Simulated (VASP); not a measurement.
Input of a VASP 6.6.1 run:

The input INCAR:

```
SYSTEM = NbC
PREC = Accurate ; ENCUT = 600
EDIFF = 1E-6 ; ISMEAR = 1
SIGMA = 0.15 ; LREAL = .FALSE.
LASPH = .TRUE. ; NELM = 120
ALGO = Normal ; ISIF = 2
LWAVE = .FALSE. ; LCHARG = .TRUE.
GGA = PE ; IVDW = 13
LELF = .TRUE. ; LVHAR = .TRUE.
NBANDS = 16 ; GGA_COMPAT = .FALSE.
```

KPOINTS

```
Automatic mesh
0
G
  3 3 3
  0 0 0
```

The input POSCAR:

```
NbC
1.0
    3.1601310000      0.0000000000      0.0000000000
    1.5800655000      2.7367537253      0.0000000000
    1.5800655000      0.9122512418      2.5802361568
Nb C
1 1
Direct
    0.0000000000      0.0000000000      0.0000000000
    0.5000000000      0.5000000000      0.5000000000
```

Potentials or basis: VASP PAW PBE potentials, release 64 (Nb_sv, C).

Run with:

```bash
$ cat potpaw_PBE.64/Nb_sv/POTCAR potpaw_PBE.64/C/POTCAR > POTCAR
$ mpirun -np 1 vasp_std > vasp.out
```

Task: Predict the dispersion energy per atom.

Result: -0.336 eV.

Task: What does it give for the pressure?

Result: 1.7 GPa.

Caveat: the k points lie up to 0.81 Å⁻¹ apart; pairwise dispersion overbinds metals, which lowers pressure and volume.
